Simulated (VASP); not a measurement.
Wanted: the native input for a VASP 6.6.1 run.

```
Task                   : single point
Functional             : r2SCAN
Potentials or basis    : VASP PAW PBE potentials, release 64 (Ag)
Cutoff                 : 550 eV
k mesh                 : 15 × 15 × 15
Occupations            : fermi-dirac, width 0.05 eV
Spin                   : no spin polarisation
Dipole correction      : no
Further INCAR settings : ALGO = Normal; EDIFF = 1e-06; NBANDS = 12
```

Crystal: Ag.

```xyz
1
Lattice="0.0000 2.0431 2.0431 2.0431 0.0000 2.0431 2.0431 2.0431 0.0000" Properties=species:S:1:pos:R:3 pbc="T T T"
Ag    0.0000    0.0000    0.0000
```

One way to write it, as run:

POSCAR

```
Ag
1.0
    0.0000000000      2.0431000000      2.0431000000
    2.0431000000      0.0000000000      2.0431000000
    2.0431000000      2.0431000000      0.0000000000
Ag
1
Direct
    0.0000000000      0.0000000000      0.0000000000
```

INCAR.step1

```
  ALGO = Normal
  EDIFF = 1E-5
  ENCUT = 550
  GGA = PE
  GGA_COMPAT = False
  ISMEAR = -1
  LASPH = True
  LCHARG = False
  LREAL = False
  LWAVE = True
  NBANDS = 12
  NELM = 120
  PREC = Accurate
  SIGMA = 0.05
```

INCAR.step2

```
  ALGO = Normal
  EDIFF = 1E-6
  ENCUT = 550
  GGA_COMPAT = False
  ISIF = 2
  ISMEAR = -1
  ISTART = 1
  LASPH = True
  LCHARG = False
  LMIXTAU = True
  LREAL = False
  LWAVE = False
  METAGGA = R2SCAN
  NBANDS = 12
  NELM = 120
  PREC = Accurate
  SIGMA = 0.05
```

KPOINTS

```
k-points
0
Gamma
  15 15 15
```

Potentials or basis: VASP PAW PBE potentials, release 64 (Ag).

Launch:

```console
$ cat potpaw_PBE.64/Ag/POTCAR > POTCAR
$ cp INCAR.step1 INCAR
$ mpirun -np 1 vasp_std > vasp.out
$ cp INCAR.step2 INCAR
$ mpirun -np 1 vasp_std > vasp.out
```

It gave:

```
Pressure               : 1.5 GPa
Band gap on the k mesh : zero (an odd number of electrons rules out a gap without spin polarisation)
```

Caveat: the PAW data sets were made with another functional, which shifts forces and pressure a little.

Wall time 31 s on 1 thread of Intel(R) Xeon(R) 6975P-C (Granite Rapids), with other jobs on the host, peak memory 0.15 GiB.
